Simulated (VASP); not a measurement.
The system is SnO.

```
Sn O
1.0
     2.73691   -2.73780    0.00000
     2.73691    2.73780    0.00000
     0.00000    0.00000   10.22196
Sn O
4 4
Direct
  0.73655 0.26345 0.86386
  0.26345 0.73655 0.13614
  0.76345 0.23655 0.36386
  0.23655 0.76345 0.63614
  0.26194 0.23806 0.25000
  0.73806 0.76194 0.75000
  0.23806 0.26194 0.75000
  0.76194 0.73806 0.25000
```

Base run:

- Program: VASP 6.6.1
- Functional: PBE
- Potentials or basis: VASP PAW PBE potentials, release 64 (Sn_d, O)
- Cutoff: 520 eV
- k mesh: 8 × 8 × 4
- Occupations: gaussian, width 0.02 eV
- Spin: no spin polarisation

Its results: band gap on the k mesh 0.54 eV; pressure -0.2 GPa; largest force 0.050 eV/Å.

Task: The run is repeated on the same cell with these changes: k mesh from 8 × 8 × 4, through Γ to 8 × 8 × 4, shifted. What comes out?

Result: Band gap on the k mesh 0.79 eV; pressure -0.2 GPa; largest force 0.050 eV/Å.

Caveats: spin-orbit coupling is left out, which moves the levels of the heavy elements; a shifted mesh leaves out Γ, where band edges can lie (at least some runs).

A k mesh can miss the band edges.
